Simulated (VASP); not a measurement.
# W (R-3m) in VASP: single point with PBEsol

Aim: the single point of W with PBEsol.

Everything below comes from runs of VASP 6.6.1. Logs are shortened: lines on timing, memory, paths and dates and some standing lists are left out, and cuts for length are marked.

### 1 The cell of the first run

It takes space group R-3m (No. 166, trigonal). The conventional cell has a = 2.941 Å, b = 2.941 Å, c = 6.700 Å, α = 90.00°, β = 90.00°, γ = 120.00°. Within 3.7 Å of W (site symmetry -3m) lie 12 W at 2.81 to 2.94 Å.

### 2 Single point, PBEsol

INCAR reads:

```
  PREC = Accurate
  ENCUT = 520
  EDIFF = 1E-6
  ISMEAR = 0
  SIGMA = 0.15
  LREAL = False
  LASPH = True
  NELM = 100
  ALGO = Fast
  ISIF = 2
  LWAVE = False
  LCHARG = False
  GGA = PS
  NBANDS = 13
```

KPOINTS reads:

```
Automatic mesh
0
Gamma
  22 22 22
```

POSCAR reads:

```
W
1.0
   -0.0970528968      1.9826520351      1.9826520351
    1.9826520351     -0.0970528968      1.9826520351
    1.9826520351      1.9826520351     -0.0970528968
W
1
Direct
    0.0000000000      0.0000000000      0.0000000000
```

Potentials or basis: VASP PAW PBE potentials, release 64 (W_sv).

Started as:

```
> cat potpaw_PBE.64/W_sv/POTCAR > POTCAR
> mpirun -np 1 vasp_std > vasp.out
```

OUTCAR:

```text
PREC = Accurate
   ENCUT = 520
   EDIFF = 1E-6
   ISMEAR = 0
   LREAL = False
   LASPH = True
   NELM = 100
   ISIF = 2
   GGA = PS

 ion  position               nearest neighbor table
   1  0.000  0.000  0.000-

  LATTYP: Found a trigonal (rhomboedric) cell.
 ALAT       =     2.8055725707
 COS(alpha) =     0.4505091948

  Lattice vectors:

 A1 = (  -0.0970528968,   1.9826520351,   1.9826520351)
 A2 = (   1.9826520351,  -0.0970528968,   1.9826520351)
 A3 = (   1.9826520351,   1.9826520351,  -0.0970528968)

Analysis of symmetry for initial positions (statically):
=====================================================================
 Subroutine PRICEL returns:
 Original cell was already a primitive cell.

 Routine SETGRP: Setting up the symmetry group for a
 trigonal (rhombohedral) supercell.

 Subroutine GETGRP returns: Found 12 space group operations
 (whereof 12 operations were pure point group operations)
 out of a pool of 12 trial point group operations.

The static configuration has the point symmetry D_3d.

Analysis of symmetry for dynamics (positions and initial velocities):
=====================================================================
 Subroutine PRICEL returns:
 Original cell was already a primitive cell.

 Routine SETGRP: Setting up the symmetry group for a
 trigonal (rhombohedral) supercell.

 Subroutine GETGRP returns: Found 12 space group operations
 (whereof 12 operations were pure point group operations)
 out of a pool of 12 trial point group operations.

The dynamic configuration has the point symmetry D_3d.

 Subroutine INISYM returns: Found 12 space group operations
 (whereof 12 operations are pure point group operations),
 and found     1 'primitive' translations

----------------------------------------------------------------------------------------

                                     Primitive cell

  volume of cell :      16.7309

  direct lattice vectors                    reciprocal lattice vectors
    -0.097052897  1.982652035  1.982652035    -0.234386710  0.246450732  0.246450732
     1.982652035 -0.097052897  1.982652035     0.246450732 -0.234386710  0.246450732
     1.982652035  1.982652035 -0.097052897     0.246450732  0.246450732 -0.234386710

  length of vectors
     2.805572571  2.805572571  2.805572571     0.420015543  0.420015543  0.420015543

  position of ions in fractional coordinates (direct lattice)
     0.000000000  0.000000000  0.000000000

  ion indices of the primitive-cell ions
   primitive index   ion index
                 1           1

----------------------------------------------------------------------------------------

 KPOINTS: Automatic mesh

Automatic generation of k-mesh.
 Grid dimensions read from file:
 generate k-points for:   22   22   22

 Generating k-lattice:

  Cartesian coordinates                     Fractional coordinates (reciprocal lattice)
    -0.010653941  0.011202306  0.011202306     0.045454545  0.000000000  0.000000000
     0.011202306 -0.010653941  0.011202306     0.000000000  0.045454545  0.000000000
     0.011202306  0.011202306 -0.010653941     0.000000000  0.000000000  0.045454545

  Length of vectors
     0.019091616  0.019091616  0.019091616

  Shift w.r.t. Gamma in fractional coordinates (k-lattice)
     0.000000000  0.000000000  0.000000000

 Subroutine IBZKPT returns following result:
 ===========================================

 Found   1024 irreducible k-points:

 Following reciprocal coordinates:
            Coordinates               Weight
  0.000000  0.000000  0.000000      1.000000
  0.045455  0.000000  0.000000      6.000000
  0.090909  0.000000  0.000000      6.000000
  0.136364  0.000000  0.000000      6.000000
  0.181818  0.000000  0.000000      6.000000
  0.227273  0.000000  0.000000      6.000000
[... 16 lines left out ...]
  0.500000  0.045455  0.000000     12.000000
 -0.454545  0.045455 -0.000000     12.000000
 [... further k-points ...]
   k-points           NKPTS =   1024   k-points in BZ     NKDIM =   1024   number of bands    NBANDS=     13
   number of dos      NEDOS =    301   number of ions     NIONS =      1
   total plane-waves  NPLWV =  13824
   dimension x,y,z NGX =    24 NGY =   24 NGZ =   24
   dimension x,y,z NGXF=    48 NGYF=   48 NGZF=   48
   ions per type =               1
   NGX,Y,Z   is equivalent  to a cutoff of  14.22, 14.22, 14.22 a.u.
   NGXF,Y,Z  is equivalent  to a cutoff of  28.44, 28.44, 28.44 a.u.
 SYSTEM =  unknown system
   PREC   = accura    normal or accurate (medium, high low for compatibility)
   ISTART =      0    job   : 0-new  1-cont  2-samecut
   ICHARG =      2    charge: 1-file 2-atom 10-const
   ISPIN  =      1    spin polarized calculation?
   LNONCOLLINEAR =      F non collinear calculations
   LSORBIT =      F    spin-orbit coupling
   LASPH  =      T    aspherical Exc in radial PAW
   ENCUT  =  520.0 eV  38.22 Ry    6.18 a.u.   5.22  5.22  5.22*2*pi/ulx,y,z
   NELM   =    100;   NELMIN=  2; NELMDL= -5     # of ELM steps
   EDIFF  = 0.1E-05   stopping-criterion for ELM
   LREAL  =      F    real-space projection
   EDIFFG = 0.1E-04   stopping-criterion for IOM
   NSW    =      0    number of steps for IOM
   IBRION =     -1    ionic relax: 0-MD 1-quasi-New 2-CG
   NFREE  =      0    steps in history (QN), initial steepest desc. (CG)
   ISIF   =      2    stress and relaxation
   ISYM   =      2    0-nonsym 1-usesym 2-fastsym
   POTIM  = 0.5000    time-step for ionic-motion
   TEBEG  =    0.0;   TEEND  =   0.0 temperature during run
   PSTRESS=    0.0 pullay stress
   NELECT =      14.0000    total number of electrons
   NUPDOWN=      -1.0000    fix difference up-down
   EMIN   =  10.00;   EMAX   =-10.00  energy-range for DOS
   EFERMI =   0.00;   METHOD = LEGACY
   ISMEAR =     0;   SIGMA  =   0.15  broadening in eV -4-tet -1-fermi 0-gaus
   EFERMI_NEDOS =   21; number of points for ismear=-14 and -15
   IALGO  =     68    algorithm
   IMIX   =      4    mixing-type and parameters
     AMIX     =   0.40;   BMIX     =  1.00
     AMIX_MAG =   1.60;   BMIX_MAG =  1.00
  volume/ion in A,a.u.               =      16.73       112.91
  Fermi-wavevector in a.u.,A,eV,Ry     =   1.542688  2.915258 32.380324  2.379887
  Thomas-Fermi vector in A             =   2.648457
   LORBIT       =      0    0 simple, 1 ext, 2 COOP (PROOUT), +10 PAW based schemes
   GGA     = PS    functional components
   LHFCALC =     F    Hartree Fock is set to
   AEXX    =    0.0000 exact exchange contribution
   IVDW    =     0    specifies the selected vdW correction
   LEPSILON=     F    determine dielectric tensor
   LRPA    =     F    only Hartree local field effects (RPA)
 non-spin polarized calculation
 RMM-DIIS sequential band-by-band and
 Gauss-broadening in eV      SIGMA  =   0.15
  energy-cutoff  :      520.00
  volume of cell :       16.73
 maximum number of plane-waves:       471
 NGX is ok and might be reduce to    24
   NGX = 11   NGY = 11   NGZ = 11

 number of electron      13.9999999 magnetization

 Free energy of the ion-electron system (eV)
  ---------------------------------------------------
  ext. energy  EPLUGINS =         0.00000000
  ---------------------------------------------------
  free energy    TOTEN  =       -13.32768501 eV

  energy without entropy =      -13.31726239  energy(sigma->0) =      -13.32247370

 E-fermi :  10.1685     XC(G=0): -13.4454

 val. band max:       10.1684390075   @ k =  -0.4545   0.0909   0.0909
 cond. band min:      10.1689835678   @ k =   0.4545   0.0455  -0.0000
 fundamental gap:      0.0005445602
 Fermi energy:        10.1685002698

 k-point     1 :       0.0000    0.0000    0.0000
  band No.  band energies     occupation
      1     -63.6288      2.00000
      2     -27.3213      2.00000
      3     -27.3213      2.00000
      4     -27.1647      2.00000
      5       1.1591      2.00000
      6       9.0216      2.00000
      7       9.0216      2.00000
      8      10.3948      0.03287
      9      12.6335      0.00000
     10      12.6335      0.00000
     11      22.8410      0.00000
     12      27.3825      0.00000
     13      27.3825      0.00000

 k-point     2 :       0.0455    0.0000    0.0000
  band No.  band energies     occupation
      1     -63.6270      2.00000
      2     -27.3404      2.00000
      3     -27.3232      2.00000
      4     -27.1715      2.00000
      5       1.2454      2.00000
      6       8.9884      2.00000
      7       9.0504      2.00000
      8      10.4135      0.02090
      9      12.5963      0.00000
     10      12.6044      0.00000
     11      23.0112      0.00000
     12      27.0830      0.00000
     13      27.5557      0.00000

 k-point     3 :       0.0909    0.0000    0.0000
  band No.  band energies     occupation
      1     -63.6216      2.00000
      2     -27.3992      2.00000
      3     -27.3286      2.00000
      4     -27.1878      2.00000
      5       1.4982      2.00000
      6       8.8844      2.00000
      7       9.1279      2.00000
      8      10.4800      0.00331
      9      12.5033      0.00000
     10      12.5336      0.00000
     11      23.4934      0.00000
     12      26.3385      0.00000
     13      28.0629      0.00000
[... 305 lines left out ...]
 k-point    23 :       0.5000    0.0455    0.0000
  band No.  band energies     occupation
      1     -63.5368      2.00000
      2     -28.3430      2.00000
      3     -27.4229      2.00000
      4     -27.3456      2.00000
      5       4.5878      2.00000
      6       8.6923      2.00000
      7      10.0656      1.66803
      8      10.3161      0.16414
      9      14.4854      0.00000
     10      15.2020      0.00000
     11      19.8658      0.00000
     12      22.9039      0.00000
     13      27.9325      0.00000

 k-point    24 :      -0.4545    0.0455   -0.0000
  band No.  band energies     occupation
      1     -63.5377      2.00000
      2     -28.3331      2.00000
      3     -27.4249      2.00000
      4     -27.3429      2.00000
      5       4.5809      2.00000
      6       8.7084      2.00000
      7      10.0356      1.78969
      8      10.3022      0.20762
      9      14.4880      0.00000
     10      15.0855      0.00000
     11      19.9223      0.00000
     12      22.9860      0.00000
     13      27.9052      0.00000

 [... further k-points ...]
[... 5 lines left out ...]
  --------------------------------------------------------------------------------------
  -------------------------------------------------------------------------------------
  Total       -1.2046538     -1.2046538     -1.2046538     -0.3994560     -0.3994560     -0.3994560
  in kB     -115.3598622   -115.3598622   -115.3598622    -38.2526424    -38.2526424    -38.2526424
  external PRESSURE =    -115.3598622 kB  Pullay stress =       0.0000000 kB

 VOLUME and BASIS-vectors are now :
 -----------------------------------------------------------------------------
  energy-cutoff  :      520.00
  volume of cell :       16.73
      direct lattice vectors                 reciprocal lattice vectors
    -0.097052897  1.982652035  1.982652035    -0.234386710  0.246450732  0.246450732
     1.982652035 -0.097052897  1.982652035     0.246450732 -0.234386710  0.246450732
     1.982652035  1.982652035 -0.097052897     0.246450732  0.246450732 -0.234386710

 POSITION                                       TOTAL-FORCE (eV/Angst)
 -----------------------------------------------------------------------------------
      0.00000      0.00000      0.00000        -0.000000      0.000000     -0.000000
 -----------------------------------------------------------------------------------
    total drift:                                0.000000      0.000000     -0.000000

  FREE ENERGIE OF THE ION-ELECTRON SYSTEM (eV)
  ---------------------------------------------------
  free  energy   TOTEN  =       -13.3276850143 eV

  energy  without entropy=      -13.3172623869  energy(sigma->0) =      -13.32247370
```

Wall time 1.7 min (1 thread of Intel Xeon Platinum 8488C (Sapphire Rapids), shared host); peak memory 0.32 GiB.

What came out:

| Item | Value |
| --- | --- |
| Free energy | -13.3277 eV |
| Pressure | -11.5 GPa |
| Band gap on the k mesh | zero (bands 7 and 8 overlap by 3.59 eV) |

Levels at points of the mesh, in eV from the Fermi level:
| k point | band 4 | band 5 | band 6 | band 7 | band 8 | band 9 | band 10 | band 11 |
| --- | --- | --- | --- | --- | --- | --- | --- | --- |
| (0.00, 0.00, 0.00) | -37.33 | -9.01 | -1.15 | -1.15 | 0.23 | 2.46 | 2.46 | 12.67 |
| (0.50, 0.00, 0.00) | -37.51 | -5.66 | -1.43 | -0.09 | 0.26 | 4.21 | 5.00 | 9.73 |
| (0.50, 0.50, 0.00) | -37.73 | -5.47 | -4.52 | 2.88 | 4.55 | 5.38 | 5.76 | 10.72 |
| (0.50, 0.50, 0.50) | -37.70 | -5.50 | -1.17 | -1.17 | 1.25 | 5.13 | 5.13 | 10.82 |

Caveat: the cell stands under tension; the PAW data sets were made with another functional, which shifts forces and pressure a little; spin-orbit coupling is left out, which moves the levels of the heavy elements.
